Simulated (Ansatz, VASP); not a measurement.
One calculation of YC12, two programs

```
Y C
1.0
     8.10180    0.00000    0.00000
    -4.05090    7.01637    0.00000
     0.00000    0.00000    2.51717
Y C
1 12
Direct
  0.00000 0.00000 0.50000
  0.88711 0.67989 0.74786
  0.79279 0.67989 0.25214
  0.20721 0.88711 0.25214
  0.79279 0.11289 0.74786
  0.11289 0.79279 0.74786
  0.67989 0.79279 0.25214
  0.32011 0.11289 0.25214
  0.20721 0.32011 0.74786
  0.11289 0.32011 0.25214
  0.67989 0.88711 0.74786
  0.88711 0.20721 0.25214
  0.32011 0.20721 0.74786
```

Alike in both runs: functional PBE; k mesh 6 × 6 × 14; occupations gaussian, width 0.1 eV; no spin polarisation.

Ansatz relaxed the structure, and its values are those at the end. VASP's run is a single point on that final structure, the one shown.

```csv
,VASP,Ansatz
version,VASP 6.6.1,Ansatz 0.2.0
potentials or method,"VASP PAW PBE potentials, release 64 (Y_sv, C), cutoff 520 eV","scalar-relativistic, plane waves, PAW"
valence electrons in the cell,59,59
```

```csv
,VASP,Ansatz,Ansatz less VASP
gap on the k mesh at the Fermi level (eV),none,none,-
pressure (GPa),0.3,0.0,-0.27
rms of the force components (eV/Å),0.016,0.003,-0.0133
```

A gap of «none» marks a metal or a gap that the smearing closes.
